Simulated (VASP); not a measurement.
# WSe2 (Pm) in VASP: further runs

The runs below take WSe2 through single point, with PBE+D3(BJ).

All numbers are computed with VASP 6.6.1; they aren't measurements. Logs are shortened: lines on timing, memory, paths and dates and some standing lists are left out, and cuts for length are marked.

### Step 1. The cell of the first run

It takes space group Pm (No. 6, monoclinic). Conventional cell: a = 3.279 Å, b = 12.789 Å, c = 3.279 Å, α = 90.00°, β = 120.00°, γ = 90.00°. Within 3.1 Å of W (site symmetry m) lie 6 Se at 2.31 to 2.72 Å. Within 3.3 Å of W (site symmetry m) lie 6 Se at 2.53 Å and 6 W at 3.28 Å. Se (site symmetry 1) has 3 W at 2.53 Å and 10 Se at 3.28 to 3.64 Å within 3.7 Å. Se (site symmetry 1) has 3 W at 2.31 to 2.72 Å within 3.1 Å.

### Step 2. Single point, PBE+D3(BJ) (atoms displaced along a vibrational mode)

The input, INCAR:

```
SYSTEM = WSe2
ALGO     = Normal         ! electronic algorithm
EDIFF    = 1E-6           ! SCF threshold, eV
ENCUT    = 520            ! plane-wave cutoff, eV
GGA      = PE             ! functional
ISIF     = 2              ! what is computed and relaxed
ISMEAR   = 0              ! smearing method
IVDW     = 12             ! dispersion correction
LASPH    = .TRUE.         ! aspherical terms in the spheres
LCHARG   = .FALSE.        ! write CHGCAR
LREAL    = .FALSE.        ! projectors in reciprocal space
LWAVE    = .FALSE.        ! write WAVECAR
NBANDS   = 35             ! bands
NELM     = 80             ! most SCF steps
PREC     = Accurate       ! precision mode
SIGMA    = 0.05           ! smearing width, eV
```

The input, KPOINTS:

```
k-points
0
G
  12 12 2
  0 0 0
```

The input, POSCAR:

```
WSe2
1.0
    3.2790275604      0.0000000000      0.0000000000
   -1.6395137802      2.8397211670      0.0000000000
    0.0000000000      0.0000000000     12.7886113462
W Se
2 4
Direct
    0.2823354816      0.6293336481      0.2500000000
    0.6666555025      0.3333251606      0.7500000000
    0.3331804568      0.6665547533      0.6182912225
    0.7261925883      0.3769093323      0.1182912225
    0.3331804568      0.6665547533      0.8817087775
    0.7261925883      0.3769093323      0.3817087775
```

Potentials or basis: VASP PAW PBE potentials, release 64 (W_sv, Se).

Launch:

```sh
$ cat potpaw_PBE.64/W_sv/POTCAR potpaw_PBE.64/Se/POTCAR > POTCAR
$ mpirun -np 1 vasp_std > vasp.out
```

OUTCAR:

```text
SYSTEM = WSe2
   EDIFF = 1E-6
   ENCUT = 520
   GGA = PE
   ISIF = 2
   ISMEAR = 0
   IVDW = 12
   LASPH = .TRUE.
   LREAL = .FALSE.
   NELM = 80
   PREC = Accurate
 IVDW          = 12

 ion  position               nearest neighbor table
   1  0.282  0.629  0.250-   4 2.31   6 2.31   4 2.62   6 2.62   4 2.72   6 2.72
   2  0.667  0.333  0.750-   3 2.53   5 2.53   3 2.53   5 2.53   3 2.53   5 2.53
   3  0.333  0.667  0.618-   2 2.53   2 2.53   2 2.53
   4  0.726  0.377  0.118-   1 2.31   1 2.62   1 2.72
   5  0.333  0.667  0.882-   2 2.53   2 2.53   2 2.53
   6  0.726  0.377  0.382-   1 2.31   1 2.62   1 2.72

  LATTYP: Found a hexagonal cell.
 ALAT       =     3.2790275604
 C/A-ratio  =     3.9001231648

  Lattice vectors:

 A1 = (   3.2790275604,   0.0000000000,   0.0000000000)
 A2 = (  -1.6395137802,   2.8397211670,   0.0000000000)
 A3 = (   0.0000000000,   0.0000000000,  12.7886113462)

Analysis of symmetry for initial positions (statically):
=====================================================================
 Subroutine PRICEL returns:
 Original cell was already a primitive cell.

 Routine SETGRP: Setting up the symmetry group for a
 hexagonal supercell.

 Subroutine GETGRP returns: Found  2 space group operations
 (whereof  1 operations were pure point group operations)
 out of a pool of 24 trial point group operations.

The static configuration has the point symmetry C_1 .
 The point group associated with its full space group is C_1h.

Analysis of symmetry for dynamics (positions and initial velocities):
=====================================================================
 Subroutine PRICEL returns:
 Original cell was already a primitive cell.

 Routine SETGRP: Setting up the symmetry group for a
 hexagonal supercell.

 Subroutine GETGRP returns: Found  2 space group operations
 (whereof  1 operations were pure point group operations)
 out of a pool of 24 trial point group operations.

The dynamic configuration has the point symmetry C_1 .
 The point group associated with its full space group is C_1h.

 Subroutine INISYM returns: Found  2 space group operations
 (whereof  1 operations are pure point group operations),
 and found     1 'primitive' translations

----------------------------------------------------------------------------------------

                                     Primitive cell

  volume of cell :     119.0815

  direct lattice vectors                    reciprocal lattice vectors
     3.279027560  0.000000000  0.000000000     0.304968464  0.176073625  0.000000000
    -1.639513780  2.839721167  0.000000000     0.000000000  0.352147250  0.000000000
     0.000000000  0.000000000 12.788611346     0.000000000  0.000000000  0.078194573

  length of vectors
     3.279027560  3.279027560 12.788611346     0.352147250  0.352147250  0.078194573

  position of ions in fractional coordinates (direct lattice)
     0.282335482  0.629333648  0.250000000
     0.666655502  0.333325161  0.750000000
     0.333180457  0.666554753  0.618291222
     0.726192588  0.376909332  0.118291222
     0.333180457  0.666554753  0.881708778
     0.726192588  0.376909332  0.381708778

  ion indices of the primitive-cell ions
   primitive index   ion index
                 1           1
                 2           2
                 3           3
                 4           4
                 5           5
                 6           6

----------------------------------------------------------------------------------------

 KPOINTS: k-points

Automatic generation of k-mesh.
 Grid dimensions read from file:
 generate k-points for:   12   12    2

 Generating k-lattice:

  Cartesian coordinates                     Fractional coordinates (reciprocal lattice)
     0.025414039  0.014672802  0.000000000     0.083333333  0.000000000  0.000000000
     0.000000000  0.029345604  0.000000000     0.000000000  0.083333333  0.000000000
     0.000000000  0.000000000  0.039097286     0.000000000  0.000000000  0.500000000

  Length of vectors
     0.029345604  0.029345604  0.039097286

  Shift w.r.t. Gamma in fractional coordinates (k-lattice)
     0.000000000  0.000000000  0.000000000

 Subroutine IBZKPT returns following result:
 ===========================================

 Found    148 irreducible k-points:

 Following reciprocal coordinates:
            Coordinates               Weight
  0.000000  0.000000  0.000000      1.000000
  0.083333  0.000000  0.000000      2.000000
  0.000000  0.083333  0.000000      2.000000
 -0.083333  0.083333  0.000000      2.000000
  0.166667  0.000000  0.000000      2.000000
  0.000000  0.166667  0.000000      2.000000
[... 16 lines left out ...]
  0.166667  0.083333  0.000000      2.000000
 -0.083333  0.250000  0.000000      2.000000
 [... further k-points ...]
   k-points           NKPTS =    148   k-points in BZ     NKDIM =    148   number of bands    NBANDS=     35
   number of dos      NEDOS =    301   number of ions     NIONS =      6
   total plane-waves  NPLWV =  55296
   dimension x,y,z NGX =    24 NGY =   24 NGZ =   96
   dimension x,y,z NGXF=    48 NGYF=   48 NGZF=  192
   ions per type =               2   4
   NGX,Y,Z   is equivalent  to a cutoff of  12.17, 12.17, 12.48 a.u.
   NGXF,Y,Z  is equivalent  to a cutoff of  24.34, 24.34, 24.96 a.u.
 SYSTEM =  WSe2
   PREC   = accura    normal or accurate (medium, high low for compatibility)
   ISTART =      0    job   : 0-new  1-cont  2-samecut
   ICHARG =      2    charge: 1-file 2-atom 10-const
   ISPIN  =      1    spin polarized calculation?
   LNONCOLLINEAR =      F non collinear calculations
   LSORBIT =      F    spin-orbit coupling
   LASPH  =      T    aspherical Exc in radial PAW
   ENCUT  =  520.0 eV  38.22 Ry    6.18 a.u.   6.10  6.10 23.78*2*pi/ulx,y,z
   NELM   =     80;   NELMIN=  2; NELMDL= -5     # of ELM steps
   EDIFF  = 0.1E-05   stopping-criterion for ELM
   LREAL  =      F    real-space projection
   EDIFFG = 0.1E-04   stopping-criterion for IOM
   NSW    =      0    number of steps for IOM
   IBRION =     -1    ionic relax: 0-MD 1-quasi-New 2-CG
   NFREE  =      0    steps in history (QN), initial steepest desc. (CG)
   ISIF   =      2    stress and relaxation
   ISYM   =      2    0-nonsym 1-usesym 2-fastsym
   POTIM  = 0.5000    time-step for ionic-motion
   TEBEG  =    0.0;   TEEND  =   0.0 temperature during run
   PSTRESS=    0.0 pullay stress
   NELECT =      52.0000    total number of electrons
   NUPDOWN=      -1.0000    fix difference up-down
   EMIN   =  10.00;   EMAX   =-10.00  energy-range for DOS
   EFERMI =   0.00;   METHOD = LEGACY
   ISMEAR =     0;   SIGMA  =   0.05  broadening in eV -4-tet -1-fermi 0-gaus
   EFERMI_NEDOS =   21; number of points for ismear=-14 and -15
   IALGO  =     38    algorithm
   IMIX   =      4    mixing-type and parameters
     AMIX     =   0.40;   BMIX     =  1.00
     AMIX_MAG =   1.60;   BMIX_MAG =  1.00
  volume/ion in A,a.u.               =      19.85       133.93
  Fermi-wavevector in a.u.,A,eV,Ry     =   1.242018  2.347074 20.988466  1.542609
  Thomas-Fermi vector in A             =   2.376391
   LORBIT       =      0    0 simple, 1 ext, 2 COOP (PROOUT), +10 PAW based schemes
   GGA     = PE    functional components
   LHFCALC =     F    Hartree Fock is set to
   AEXX    =    0.0000 exact exchange contribution
   IVDW    =    12    specifies the selected vdW correction
   LEPSILON=     F    determine dielectric tensor
   LRPA    =     F    only Hartree local field effects (RPA)
 non-spin polarized calculation
 Gauss-broadening in eV      SIGMA  =   0.05
  energy-cutoff  :      520.00
  volume of cell :      119.08
 maximum number of plane-waves:      3248
   NGX = 13   NGY = 13   NGZ = 47

 number of electron      51.9999992 magnetization

 Free energy of the ion-electron system (eV)
  ---------------------------------------------------
  ext. energy  EPLUGINS =         0.00000000
  ---------------------------------------------------
  free energy    TOTEN  =       -42.08825402 eV

  energy without entropy =      -42.08825402  energy(sigma->0) =      -42.08825402

 E-fermi :   6.8262     XC(G=0): -10.8930

 val. band max:        6.5788119000   @ k =   0.5000   0.5000   0.0000
 cond. band min:       7.3559603999   @ k =  -0.1667   0.3333   0.0000
 fundamental gap:      0.7771484999
 Fermi energy:         6.8262101099

 k-point     1 :       0.0000    0.0000    0.0000
  band No.  band energies     occupation
      1     -67.8341      2.00000
      2     -67.7461      2.00000
      3     -32.1033      2.00000
      4     -32.0852      2.00000
      5     -31.9480      2.00000
      6     -31.9471      2.00000
[... 27 lines left out ...]
     34      10.4069      0.00000
     35      11.2778      0.00000

 k-point     2 :       0.0833    0.0000    0.0000
  band No.  band energies     occupation
      1     -67.8334      2.00000
      2     -67.7454      2.00000
      3     -32.0998      2.00000
      4     -32.0821      2.00000
      5     -31.9643      2.00000
      6     -31.9510      2.00000
[... 27 lines left out ...]
     34      10.0540      0.00000
     35      11.8236      0.00000

 k-point     3 :       0.0000    0.0833    0.0000
  band No.  band energies     occupation
      1     -67.8334      2.00000
      2     -67.7454      2.00000
      3     -32.1004      2.00000
      4     -32.0821      2.00000
      5     -31.9635      2.00000
      6     -31.9518      2.00000
[... 27 lines left out ...]
     34      10.4814      0.00000
     35      11.8464      0.00000

 k-point     4 :      -0.0833    0.0833    0.0000
  band No.  band energies     occupation
      1     -67.8334      2.00000
      2     -67.7454      2.00000
      3     -32.1002      2.00000
      4     -32.0821      2.00000
      5     -31.9639      2.00000
      6     -31.9514      2.00000
[... 27 lines left out ...]
     34      10.4369      0.00000
     35      11.8612      0.00000

 k-point     5 :       0.1667    0.0000    0.0000
  band No.  band energies     occupation
      1     -67.8314      2.00000
      2     -67.7434      2.00000
      3     -32.0903      2.00000
      4     -32.0737      2.00000
      5     -32.0086      2.00000
      6     -31.9705      2.00000
[... 638 lines left out ...]
 k-point    22 :      -0.1667    0.0833    0.0000
  band No.  band energies     occupation
      1     -67.8321      2.00000
      2     -67.7440      2.00000
      3     -32.0935      2.00000
      4     -32.0763      2.00000
      5     -31.9938      2.00000
      6     -31.9590      2.00000
[... 27 lines left out ...]
     34      10.1304      0.00000
     35      12.5772      0.00000

 k-point    23 :       0.1667    0.0833    0.0000
  band No.  band energies     occupation
      1     -67.8297      2.00000
      2     -67.7416      2.00000
      3     -32.0830      2.00000
      4     -32.0663      2.00000
      5     -32.0436      2.00000
      6     -31.9981      2.00000
[... 27 lines left out ...]
     34      10.4726      0.00000
     35      13.2124      0.00000

 k-point    24 :      -0.0833    0.2500    0.0000
  band No.  band energies     occupation
      1     -67.8297      2.00000
      2     -67.7418      2.00000
      3     -32.0863      2.00000
      4     -32.0663      2.00000
      5     -32.0429      2.00000
      6     -31.9742      2.00000
[... 27 lines left out ...]
     34      10.6568      0.00000
     35      13.1575      0.00000

 [... further k-points ...]

------------------------ aborting loop because EDIFF is reached ----------------------------------------

 Edisp (eV)   -2.85335

 E8    (eV) :    -1.2728

  FORCE on cell =-STRESS in cart. coord.  units (eV):
  Direction    XX          YY          ZZ          XY          YZ          ZX
  --------------------------------------------------------------------------------------
  -------------------------------------------------------------------------------------
  Total       3.48834    -0.34597     4.62237     1.80744     0.00000     0.00000
  in kB      46.93381    -4.65486    62.19147    24.31814     0.00000     0.00000
  external pressure =       34.82 kB  Pullay stress =        0.00 kB

 VOLUME and BASIS-vectors are now :
 -----------------------------------------------------------------------------
  energy-cutoff  :      520.00
  volume of cell :      119.08
      direct lattice vectors                 reciprocal lattice vectors
     3.279027560  0.000000000  0.000000000     0.304968464  0.176073625  0.000000000
    -1.639513780  2.839721167  0.000000000     0.000000000  0.352147250  0.000000000
     0.000000000  0.000000000 12.788611346     0.000000000  0.000000000  0.078194573

 POSITION                                       TOTAL-FORCE (eV/Angst)
 -----------------------------------------------------------------------------------
     -0.10602      1.78713      3.19715         4.585556      3.938676      0.000000
      1.63949      0.94655      9.59146         0.007036      0.003282      0.000000
     -0.00032      1.89283      7.90709         0.000975      0.005154     -0.051002
      1.76326      1.07032      1.51278        -2.297271     -1.976134     -1.353714
     -0.00032      1.89283     11.27583         0.000975      0.005154      0.051002
      1.76326      1.07032      4.88153        -2.297271     -1.976134      1.353714
 -----------------------------------------------------------------------------------
    total drift:                               -0.000074     -0.000010      0.000000

  FREE ENERGIE OF THE ION-ELECTRON SYSTEM (eV)
  ---------------------------------------------------
  free  energy   TOTEN  =       -44.9416024849 eV

  energy  without entropy=      -44.9416024849  energy(sigma->0) =      -44.94160248
```

Wall time 13 min (1 thread of Intel Xeon 8259CL, shared host); peak memory 0.59 GiB.

Results:

| Property | Result |
| --- | --- |
| Free energy | -44.9416 eV |
| Pressure | 3.5 GPa |
| Largest force | 6.045 eV/Å |
| Band gap on the k mesh | 0.78 eV (least direct gap 1.20 eV) |
| Dispersion energy per atom | -0.476 eV |

Forces on the atoms (eV/Å):
```
W    4.586  3.939  0.000
W    0.007  0.003  0.000
Se   0.001  0.005 -0.051
Se  -2.297 -1.976 -1.354
Se   0.001  0.005  0.051
Se  -2.297 -1.976  1.354
```

Levels at points of the mesh, in eV from the valence-band top:
```
           k point  band 24  band 25  band 26  band 27  band 28  band 29
(0.00, 0.00, 0.00)    -0.98    -0.18    -0.15     1.07     1.83     2.59
(0.50, 0.00, 0.00)    -1.46    -1.35    -0.94     1.97     2.11     2.26
(0.00, 0.50, 0.00)    -1.46    -1.30    -0.22     2.03     2.09     2.10
(0.50, 0.50, 0.00)    -1.47    -1.30     0.00     1.83     1.99     2.11
(0.00, 0.00, 0.50)    -0.43    -0.29    -0.13     1.07     1.85     2.59
(0.50, 0.00, 0.50)    -1.43    -1.29    -1.01     1.97     2.10     2.43
(0.00, 0.50, 0.50)    -1.47    -1.28    -0.23     2.08     2.12     2.17
(0.50, 0.50, 0.50)    -1.46    -1.28     0.00     1.87     2.02     2.11
```

Caveat: the cell differs from its parent crystal (atoms displaced along a vibrational mode); the stress differs along the axes, from -0 to 6 GPa; spin-orbit coupling is left out, which moves the levels of the heavy elements; forces of over 1 eV/Å act on the atoms, so gaps and moduli don't describe the material at rest. A k mesh can miss the band edges.

### Step 3. Single point, PBE+D3(BJ) (atoms displaced along a vibrational mode)

The input, INCAR:

```
  PREC = Accurate
  ENCUT = 520
  EDIFF = 1E-6
  ISMEAR = 0
  SIGMA = 0.05
  LREAL = False
  LASPH = True
  NELM = 80
  ALGO = Normal
  ISIF = 2
  LWAVE = False
  LCHARG = False
  GGA = PE
  IVDW = 12
  NBANDS = 35
```

The input, KPOINTS:

```
regular mesh
0
Gamma
  12 12 2
```

The input, POSCAR:

```
WSe2
1.0
    3.2790275604      0.0000000000      0.0000000000
   -1.6395137802      2.8397211670      0.0000000000
    0.0000000000      0.0000000000     12.7886113462
W Se
2 4
Direct
    0.3624749629      0.6879998201      0.2500000000
    0.6666730462      0.3333380035      0.7500000000
    0.3334206914      0.6667306172      0.6182912225
    0.6326518543      0.3084327625      0.1182912225
    0.3334206914      0.6667306172      0.8817087775
    0.6326518543      0.3084327625      0.3817087775
```

Potentials or basis: VASP PAW PBE potentials, release 64 (W_sv, Se).

Launch:

```sh
$ cat potpaw_PBE.64/W_sv/POTCAR potpaw_PBE.64/Se/POTCAR > POTCAR
$ mpirun -np 1 vasp_std > vasp.out
```

OUTCAR:

```text
PREC = Accurate
   ENCUT = 520
   EDIFF = 1E-6
   ISMEAR = 0
   LREAL = False
   LASPH = True
   NELM = 80
   ISIF = 2
   GGA = PE
   IVDW = 12
 IVDW          = 12

 ion  position               nearest neighbor table
   1  0.362  0.688  0.250-   4 2.44   6 2.44   4 2.50   6 2.50   4 2.67   6 2.67
   2  0.667  0.333  0.750-   3 2.53   5 2.53   3 2.53   5 2.53   3 2.53   5 2.53
   3  0.333  0.667  0.618-   2 2.53   2 2.53   2 2.53
   4  0.633  0.308  0.118-   1 2.44   1 2.50   1 2.67
   5  0.333  0.667  0.882-   2 2.53   2 2.53   2 2.53
[... 1126 lines left out ...]
  -------------------------------------------------------------------------------------
  Total      -0.42881     1.58291     1.49460    -1.05209     0.00000     0.00000
  in kB      -5.76936    21.29717    20.10907   -14.15525     0.00000     0.00000
  external pressure =       11.88 kB  Pullay stress =        0.00 kB

 VOLUME and BASIS-vectors are now :
 -----------------------------------------------------------------------------
  energy-cutoff  :      520.00
  volume of cell :      119.08
      direct lattice vectors                 reciprocal lattice vectors
     3.279027560  0.000000000  0.000000000     0.304968464  0.176073625  0.000000000
    -1.639513780  2.839721167  0.000000000     0.000000000  0.352147250  0.000000000
     0.000000000  0.000000000 12.788611346     0.000000000  0.000000000  0.078194573

 POSITION                                       TOTAL-FORCE (eV/Angst)
 -----------------------------------------------------------------------------------
      0.06058      1.95373      3.19715        -2.174331     -2.366673      0.000000
      1.63953      0.94659      9.59146        -0.000597     -0.001814      0.000000
      0.00018      1.89333      7.90709        -0.004078     -0.002582     -0.048672
      1.56880      0.87586      1.51278         1.091542      1.186826     -0.413520
      0.00018      1.89333     11.27583        -0.004078     -0.002582      0.048672
      1.56880      0.87586      4.88153         1.091542      1.186826      0.413520
 -----------------------------------------------------------------------------------
    total drift:                                0.000214      0.000075     -0.000000

  FREE ENERGIE OF THE ION-ELECTRON SYSTEM (eV)
  ---------------------------------------------------
  free  energy   TOTEN  =       -45.6239948230 eV

  energy  without entropy=      -45.6239948230  energy(sigma->0) =      -45.62399482
```

It took 8.8 min on 1 thread of Intel Xeon 8259CL, shared host; peak memory 0.56 GiB.

Results:

```
Free energy                : -45.6240 eV
Pressure                   : 1.2 GPa
Largest force              : 3.214 eV/Å
Band gap on the k mesh     : 0.85 eV (least direct gap 1.53 eV)
Dispersion energy per atom : -0.475 eV
```

Forces in eV/Å, atoms in the order of the input:
```
W   -2.174 -2.367  0.000
W   -0.001 -0.002  0.000
Se  -0.004 -0.003 -0.049
Se   1.092  1.187 -0.414
Se  -0.004 -0.003  0.049
Se   1.092  1.187  0.414
```

Caveat: the cell differs from its parent crystal (atoms displaced along a vibrational mode); spin-orbit coupling is left out, which moves the levels of the heavy elements; forces of over 1 eV/Å act on the atoms, so gaps and moduli don't describe the material at rest. A k mesh can miss the band edges.
